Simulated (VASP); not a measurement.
# Mg4HO8 (a cell with a defect) in VASP: single point with LDA

Aim: the single point of Mg4HO8 (a cell with a defect) with LDA.

Program: VASP 6.6.1. These are calculated values, not measurements. Logs are shortened: lines on timing, memory, paths and dates and some standing lists are left out, and cuts for length are marked.

### 1 The cell of the first run

The cell holds a defect, 13 atoms: a = 4.968 Å, b = 4.968 Å, c = 4.968 Å, α = 77.69°, β = 77.69°, γ = 77.69°.

### 2 Single point, LDA

INCAR reads:

```
PREC = Accurate
ENCUT = 520
EDIFF = 1E-7
ISMEAR = 0
SIGMA = 0.05
LREAL = False
LASPH = True
NELM = 60
ALGO = Fast
ISIF = 2
LWAVE = False
LCHARG = False
GGA = CA
NBANDS = 40
NELECT = 56.0
```

KPOINTS reads:

```
Automatic mesh
0
Gamma
  6 6 6
```

POSCAR reads:

```
Mg4HO8
1.0
   -3.1159510607     -1.7989951837      3.4255732540
    3.1159510607     -1.7989951837      3.4255732540
    0.0000000000      3.5979903674      3.4255732540
Mg O H
4 8 1
Direct
    0.0035037673      0.0093951835     -0.0125515713
    0.5035625445      0.5090597946     -0.0129852755
    0.5026453996      0.0091379543      0.4867411090
    0.0034135665      0.5100459975      0.4866186248
    0.4404497022      0.4462957485      0.4138781723
    0.8943864073      0.9015613368      0.3789355590
    0.9297622445      0.4467858510      0.9242164638
    0.4403477218      0.9354005423      0.9241411571
    0.5667427490      0.5726671338      0.5602758539
    0.1114662894      0.1187772061      0.5960623627
    0.0775298351      0.5727296032      0.0495698607
    0.5665700157      0.0824596537      0.0499635987
    1.0013071562      1.0107047272      0.4884881504
```

Potentials or basis: VASP PAW LDA potentials, release 64 (Mg, O, H).

On the command line:

```bash
$ cat potpaw_LDA.64/Mg/POTCAR potpaw_LDA.64/O/POTCAR potpaw_LDA.64/H/POTCAR > POTCAR
$ mpirun -np 1 vasp_std > vasp.out
```

OUTCAR:

```text
PREC = Accurate
   ENCUT = 520
   EDIFF = 1E-7
   ISMEAR = 0
   LREAL = False
   LASPH = True
   NELM = 60
   ISIF = 2
   GGA = CA
   NELECT = 56.0

 ion  position               nearest neighbor table
   1  0.004  0.009  0.987-  10 1.90   6 1.90  11 2.09   8 2.09  12 2.09   7 2.09   4 3.11   2 3.11
                             3 3.12   3 3.12   2 3.12   4 3.12
   2  0.504  0.509  0.987-  11 2.04   7 2.04   8 2.04  12 2.04   9 2.04   5 2.04   1 3.11   3 3.11
                             4 3.12   4 3.12   3 3.12   1 3.12
   3  0.503  0.009  0.487-  10 1.90   6 1.90   9 2.09  12 2.09   5 2.09   8 2.09   2 3.11   1 3.12
                             4 3.12   4 3.12   1 3.12   2 3.12
   4  0.003  0.510  0.487-  10 1.89   6 1.90   9 2.09   5 2.09  11 2.09   7 2.09   1 3.11   2 3.12
                             3 3.12   3 3.12   2 3.12   1 3.12
   5  0.440  0.446  0.414-   9 1.37   2 2.04   4 2.09   3 2.09
   6  0.894  0.902  0.379-  13 1.12   4 1.90   1 1.90   3 1.90
   7  0.930  0.447  0.924-  11 1.37   2 2.04   1 2.09   4 2.09
   8  0.440  0.935  0.924-  12 1.37   2 2.04   1 2.09   3 2.09
   9  0.567  0.573  0.560-   5 1.37   2 2.04   3 2.09   4 2.09
  10  0.111  0.119  0.596-  13 1.12   4 1.89   1 1.90   3 1.90
  11  0.078  0.573  0.050-   7 1.37   2 2.04   1 2.09   4 2.09
  12  0.567  0.082  0.050-   8 1.37   2 2.04   3 2.09   1 2.09
  13  0.001  0.011  0.488-   6 1.12  10 1.12

  LATTYP: Found a trigonal (rhomboedric) cell.
 ALAT       =     4.9679056757
 COS(alpha) =     0.2131996058

  Lattice vectors:

 A1 = (  -3.1159510607,  -1.7989951837,   3.4255732540)
 A2 = (   3.1159510607,  -1.7989951837,   3.4255732540)
 A3 = (   0.0000000000,   3.5979903674,   3.4255732540)

Analysis of symmetry for initial positions (statically):
=====================================================================
 Subroutine PRICEL returns:
 Original cell was already a primitive cell.

 Routine SETGRP: Setting up the symmetry group for a
 trigonal (rhombohedral) supercell.

 Subroutine GETGRP returns: Found  1 space group operations
 (whereof  1 operations were pure point group operations)
 out of a pool of 12 trial point group operations.

The static configuration has the point symmetry C_1 .

Analysis of symmetry for dynamics (positions and initial velocities):
=====================================================================
 Subroutine PRICEL returns:
 Original cell was already a primitive cell.

 Routine SETGRP: Setting up the symmetry group for a
 trigonal (rhombohedral) supercell.

 Subroutine GETGRP returns: Found  1 space group operations
 (whereof  1 operations were pure point group operations)
 out of a pool of 12 trial point group operations.

The dynamic configuration has the point symmetry C_1 .

 Subroutine INISYM returns: Found  1 space group operations
 (whereof  1 operations are pure point group operations),
 and found     1 'primitive' translations

----------------------------------------------------------------------------------------

                                     Primitive cell

  volume of cell :     115.2140

  direct lattice vectors                    reciprocal lattice vectors
    -3.115951061 -1.798995184  3.425573254    -0.160464651 -0.092644310  0.097307314
     3.115951061 -1.798995184  3.425573254     0.160464651 -0.092644310  0.097307314
     0.000000000  3.597990367  3.425573254     0.000000000  0.185288619  0.097307314

  length of vectors
     4.967905676  4.967905676  4.967905676     0.209285895  0.209285895  0.209285895

  position of ions in fractional coordinates (direct lattice)
     0.003503767  0.009395183  0.987448429
     0.503562544  0.509059795  0.987014724
     0.502645400  0.009137954  0.486741109
     0.003413567  0.510045998  0.486618625
     0.440449702  0.446295748  0.413878172
     0.894386407  0.901561337  0.378935559
     0.929762244  0.446785851  0.924216464
     0.440347722  0.935400542  0.924141157
     0.566742749  0.572667134  0.560275854
     0.111466289  0.118777206  0.596062363
     0.077529835  0.572729603  0.049569861
     0.566570016  0.082459654  0.049963599
     0.001307156  0.010704727  0.488488150

  ion indices of the primitive-cell ions
   primitive index   ion index
                 1           1
                 2           2
                 3           3
                 4           4
                 5           5
                 6           6
                 7           7
                 8           8
                 9           9
                10          10
                11          11
                12          12
                13          13

----------------------------------------------------------------------------------------

 KPOINTS: Automatic mesh

Automatic generation of k-mesh.
 Grid dimensions read from file:
 generate k-points for:    6    6    6

 Generating k-lattice:

  Cartesian coordinates                     Fractional coordinates (reciprocal lattice)
    -0.026744109 -0.015440718  0.016217886     0.166666667 -0.000000000  0.000000000
     0.026744109 -0.015440718  0.016217886    -0.000000000  0.166666667  0.000000000
     0.000000000  0.030881437  0.016217886     0.000000000  0.000000000  0.166666667

  Length of vectors
     0.034880982  0.034880982  0.034880982

  Shift w.r.t. Gamma in fractional coordinates (k-lattice)
     0.000000000  0.000000000  0.000000000

 Subroutine IBZKPT returns following result:
 ===========================================

 Found    112 irreducible k-points:

 Following reciprocal coordinates:
            Coordinates               Weight
  0.000000  0.000000  0.000000      1.000000
  0.166667 -0.000000  0.000000      2.000000
 -0.000000  0.166667  0.000000      2.000000
  0.000000  0.000000  0.166667      2.000000
  0.333333 -0.000000 -0.000000      2.000000
 -0.000000  0.333333 -0.000000      2.000000
[... 16 lines left out ...]
 -0.166667  0.500000  0.000000      2.000000
  0.166667 -0.000000  0.500000      2.000000
 [... further k-points ...]
   k-points           NKPTS =    112   k-points in BZ     NKDIM =    112   number of bands    NBANDS=     40
   number of dos      NEDOS =    301   number of ions     NIONS =     13
   total plane-waves  NPLWV =  64000
   dimension x,y,z NGX =    40 NGY =   40 NGZ =   40
   dimension x,y,z NGXF=    80 NGYF=   80 NGZF=   80
   ions per type =               4   8   1
   NGX,Y,Z   is equivalent  to a cutoff of  13.39, 13.39, 13.39 a.u.
   NGXF,Y,Z  is equivalent  to a cutoff of  26.77, 26.77, 26.77 a.u.
 SYSTEM =  unknown system
   PREC   = accura    normal or accurate (medium, high low for compatibility)
   ISTART =      0    job   : 0-new  1-cont  2-samecut
   ICHARG =      2    charge: 1-file 2-atom 10-const
   ISPIN  =      1    spin polarized calculation?
   LNONCOLLINEAR =      F non collinear calculations
   LSORBIT =      F    spin-orbit coupling
   LASPH  =      T    aspherical Exc in radial PAW
   ENCUT  =  520.0 eV  38.22 Ry    6.18 a.u.   9.24  9.24  9.24*2*pi/ulx,y,z
   NELM   =     60;   NELMIN=  2; NELMDL= -5     # of ELM steps
   EDIFF  = 0.1E-06   stopping-criterion for ELM
   LREAL  =      F    real-space projection
   EDIFFG = 0.1E-05   stopping-criterion for IOM
   NSW    =      0    number of steps for IOM
   IBRION =     -1    ionic relax: 0-MD 1-quasi-New 2-CG
   NFREE  =      0    steps in history (QN), initial steepest desc. (CG)
   ISIF   =      2    stress and relaxation
   ISYM   =      2    0-nonsym 1-usesym 2-fastsym
   POTIM  = 0.5000    time-step for ionic-motion
   TEBEG  =    0.0;   TEEND  =   0.0 temperature during run
   PSTRESS=    0.0 pullay stress
   NELECT =      56.0000    total number of electrons
   NUPDOWN=      -1.0000    fix difference up-down
   EMIN   =  10.00;   EMAX   =-10.00  energy-range for DOS
   EFERMI =   0.00;   METHOD = LEGACY
   ISMEAR =     0;   SIGMA  =   0.05  broadening in eV -4-tet -1-fermi 0-gaus
   EFERMI_NEDOS =   21; number of points for ismear=-14 and -15
   IALGO  =     68    algorithm
   IMIX   =      4    mixing-type and parameters
     AMIX     =   0.40;   BMIX     =  1.00
     AMIX_MAG =   1.60;   BMIX_MAG =  1.00
  volume/ion in A,a.u.               =       8.86        59.81
  Fermi-wavevector in a.u.,A,eV,Ry     =   1.287170  2.432398 22.542210  1.656806
  Thomas-Fermi vector in A             =   2.419200
   LORBIT       =      0    0 simple, 1 ext, 2 COOP (PROOUT), +10 PAW based schemes
   GGA     = CA    functional components
   LHFCALC =     F    Hartree Fock is set to
   AEXX    =    0.0000 exact exchange contribution
   IVDW    =     0    specifies the selected vdW correction
   LEPSILON=     F    determine dielectric tensor
   LRPA    =     F    only Hartree local field effects (RPA)
 non-spin polarized calculation
 RMM-DIIS sequential band-by-band and
 Gauss-broadening in eV      SIGMA  =   0.05
  energy-cutoff  :      520.00
  volume of cell :      115.21
 maximum number of plane-waves:      3126
 NGX is ok and might be reduce to    40
   NGX = 19   NGY = 19   NGZ = 19

 number of electron      56.0000001 magnetization

 Free energy of the ion-electron system (eV)
  ---------------------------------------------------
  ext. energy  EPLUGINS =         0.00000000
  ---------------------------------------------------
  free energy    TOTEN  =       -80.67182298 eV

  energy without entropy =      -80.65213884  energy(sigma->0) =      -80.66198091

 E-fermi :   2.7447     XC(G=0): -11.1302

 val. band max:        2.7439847999   @ k =   0.5000  -0.0000   0.0000
 cond. band min:       2.7448051460   @ k =   0.3333   0.3333  -0.0000
 fundamental gap:      0.0008203462
 Fermi energy:         2.7446839555

 k-point     1 :       0.0000    0.0000    0.0000
  band No.  band energies     occupation
      1     -20.0544      2.00000
      2     -19.6192      2.00000
      3     -19.6125      2.00000
      4     -15.6227      2.00000
      5     -13.4774      2.00000
      6     -11.9748      2.00000
[... 32 lines left out ...]
     39      14.4715      0.00000
[... 988 lines left out ...]
     39      14.0031      0.00000
     40      14.5045      0.00000

 [... further k-points ...]
[... 5 lines left out ...]
  --------------------------------------------------------------------------------------
  -------------------------------------------------------------------------------------
  Total       -2.1142858     -2.1872521      7.4320521      0.0082023     -0.0253425     -0.0082000
  in kB      -29.4014759    -30.4161526    103.3508822      0.1140623     -0.3524155     -0.1140305
  external PRESSURE =      14.5110846 kB  Pullay stress =       0.0000000 kB

 VOLUME and BASIS-vectors are now :
 -----------------------------------------------------------------------------
  energy-cutoff  :      520.00
  volume of cell :      115.21
      direct lattice vectors                 reciprocal lattice vectors
    -3.115951061 -1.798995184  3.425573254    -0.160464651 -0.092644310  0.097307314
     3.115951061 -1.798995184  3.425573254     0.160464651 -0.092644310  0.097307314
     0.000000000  3.597990367  3.425573254     0.000000000  0.185288619  0.097307314

 POSITION                                       TOTAL-FORCE (eV/Angst)
 -----------------------------------------------------------------------------------
      0.01836      3.52962      3.42676         0.005986     -0.001342      0.005228
      0.01713      1.72957      6.84990        -0.003262     -0.001404      0.002229
     -1.53775      0.83059      3.42052         0.005668      0.006354      0.013823
      1.57864      0.82714      3.42584         0.001002      0.005066      0.011512
      0.01822     -0.10612      4.45538         0.000777     -0.044499     -0.538814
      0.02236     -1.86749      7.45022        -0.004407     -0.000102     -0.058593
     -1.50493      0.84892      7.88144         0.021472      0.013201     -0.522973
      1.54256      0.85009      7.87844        -0.027994      0.011582     -0.517002
      0.01846     -0.03393      5.82240         0.000036      0.041516      0.517653
      0.02278      1.73042      2.83057        -0.009406     -0.006819      0.049742
      1.54302     -0.99146      2.39732        -0.025678     -0.004981      0.516470
     -1.50846     -0.98783      2.39445         0.034712     -0.017776      0.525475
      0.02928      1.73597      1.71450         0.001093     -0.000794     -0.004751
 -----------------------------------------------------------------------------------
    total drift:                                0.000604      0.000183      0.000120

  FREE ENERGIE OF THE ION-ELECTRON SYSTEM (eV)
  ---------------------------------------------------
  free  energy   TOTEN  =       -80.6718229844 eV

  energy  without entropy=      -80.6521388375  energy(sigma->0) =      -80.66198091
```

Wall time 13 min (1 thread of Oxide Virtual Turin-like, shared host); peak memory 0.44 GiB.

Results:

* Free energy: -80.6718 eV
* Largest force: 0.541 eV/Å

Forces on the atoms (eV/Å):
```
Mg   0.006 -0.001  0.005
Mg  -0.003 -0.001  0.002
Mg   0.006  0.006  0.014
Mg   0.001  0.005  0.012
O    0.001 -0.044 -0.539
O   -0.004  0.000 -0.059
O    0.021  0.013 -0.523
O   -0.028  0.012 -0.517
O    0.000  0.042  0.518
O   -0.009 -0.007  0.050
O   -0.026 -0.005  0.516
O    0.035 -0.018  0.525
H    0.001 -0.001 -0.005
```

Caveat: the cell carries a net charge on a neutralising background, which shifts energy and pressure; the cell is charged against a uniform background, so pressure and absolute levels hang on convention.
